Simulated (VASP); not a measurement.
Write the native input for VASP 6.6.1 that does the following.

```
Task                   : single point
Functional             : PBE
Potentials or basis    : VASP PAW PBE potentials, release 64 (Hf_pv, Ni, P)
Cutoff                 : 520 eV
k mesh                 : 18 × 18 × 6
Occupations            : gaussian, width 0.1 eV
Spin                   : no spin polarisation
Dipole correction      : no
Further INCAR settings : ALGO = Normal; EDIFF = 1e-06; NBANDS = 23
```

The structure of HfNiP2 lies in POSCAR:

```
HfNiP2
1.0
    2.9439125625      0.0000000000      0.0000000000
   -1.4719562813      2.5495030656      0.0000000000
    0.0000000000      0.0000000000      9.3369439463
Hf Ni P
1 1 2
Direct
    0.0000000000      0.0000000000      0.5000000000
    0.0000000000      0.0000000000      0.0000000000
    0.0000000000      0.0000000000      0.7727025354
    0.0000000000      0.0000000000      0.2272974646
```

These files were run (other wordings do the same):

INCAR

```
SYSTEM = HfNiP2
PREC = Accurate
ENCUT = 520
EDIFF = 1E-6
ISMEAR = 0
SIGMA = 0.1
LREAL = .FALSE.
LASPH = .TRUE.
NELM = 100
ALGO = Normal
ISIF = 2
LWAVE = .FALSE.
LCHARG = .FALSE.
GGA = PE
NBANDS = 23
```

KPOINTS

```
Automatic mesh
0
G
  18 18 6
  0 0 0
```

Potentials or basis: VASP PAW PBE potentials, release 64 (Hf_pv, Ni, P).

The run is started by

```bash
$ cat potpaw_PBE.64/Hf_pv/POTCAR potpaw_PBE.64/Ni/POTCAR potpaw_PBE.64/P/POTCAR > POTCAR
$ mpirun -np 1 vasp_std > vasp.out
```

It gave:

```yaml
Pressure: 0.0 GPa
Largest_force: 0.018 eV/Å
Band_gap_on_the_k_mesh: zero (band 15 reaches 8.40 eV, above the bottom of band 16 at 5.92 eV)
```

Caveat: spin-orbit coupling is left out, which moves the levels of the heavy elements.

Run time: 3.5 min on 1 thread of Intel(R) Xeon(R) 6975P-C (Granite Rapids), with other jobs on the host, peak memory 0.39 GiB.
